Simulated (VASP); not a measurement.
Input of a VASP 6.6.1 run:

INCAR

```
  PREC = Accurate
  ENCUT = 520
  EDIFF = 1E-6
  ISMEAR = 0
  SIGMA = 0.05
  LREAL = Auto
  LASPH = T
  NELM = 80
  ALGO = Normal
  ISIF = 2
  LWAVE = F
  LCHARG = F
  GGA = PS
  IBRION = 2
  NSW = 80
  EDIFFG = -0.03
```

Contents of KPOINTS:

```
regular mesh
0
Gamma
  2 2 2
```

The input POSCAR:

```
Si
1.0
    0.0000000000      5.4300000000      5.4300000000
    5.4300000000      0.0000000000      5.4300000000
    5.4300000000      5.4300000000      0.0000000000
Si
17
Direct
    0.0000000000      0.0000000000      0.0000000000
    0.1250000000      0.1250000000      0.1250000000
    0.0000000000      0.0000000000      0.5000000000
    0.1250000000      0.1250000000      0.6250000000
    0.0000000000      0.5000000000      0.0000000000
    0.1250000000      0.6250000000      0.1250000000
    0.0000000000      0.5000000000      0.5000000000
    0.1250000000      0.6250000000      0.6250000000
    0.5000000000      0.0000000000      0.0000000000
    0.6250000000      0.1250000000      0.1250000000
    0.5000000000      0.0000000000      0.5000000000
    0.6250000000      0.1250000000      0.6250000000
    0.5000000000      0.5000000000      0.0000000000
    0.6250000000      0.6250000000      0.1250000000
    0.5000000000      0.5000000000      0.5000000000
    0.6250000000      0.6250000000      0.6250000000
    0.7420102000      0.2547497000      0.2532842000
```

Potentials or basis: VASP PAW PBE potentials, release 64 (Si).

Launch:

```bash
$ cat potpaw_PBE.64/Si/POTCAR > POTCAR
$ mpirun -np 1 vasp_std > vasp.out
```

(1) Predict the band gap on the k mesh.

(2) Predict the energy gained by relaxing.

Results:

(1) zero (bands 34 and 35 overlap by 0.25 eV).

(2) 7.6 meV/atom.

Caveat: the k points lie up to 0.50 Å⁻¹ apart.
